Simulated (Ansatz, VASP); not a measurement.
CdAg in VASP and in Ansatz

```
CELL_PARAMETERS angstrom
3.33000 0.00000 0.00000
0.00000 3.33000 0.00000
0.00000 0.00000 3.39660
ATOMIC_POSITIONS crystal
Cd 0.50000 0.50000 0.50000
Ag 0.00000 0.00000 0.00000
```

Change from the starting cell: zz strain of +2 %.

Alike in both runs: task single point; functional PBEsol; k mesh 12 × 12 × 12; occupations fermi-dirac, width 0.05 eV; no spin polarisation.

|  | VASP | Ansatz |
| --- | --- | --- |
| version | VASP 6.6.1 | Ansatz 0.2.0 |
| potentials or method | VASP PAW PBE potentials, release 64 (Cd, Ag), cutoff 520 eV | all-electron LAPW, scalar-relativistic |

|  | VASP | Ansatz | Ansatz less VASP |
| --- | --- | --- | --- |
| pressure (GPa) | -3.0 | -3.3 | -0.33 |
| traceless stress, the component that is largest in VASP (GPa) | -0.18 | -0.18 | -0.003 |

VASP's potentials were made for PBE, not for PBEsol. Ansatz ran all-electron here, and VASP with PAW potentials.
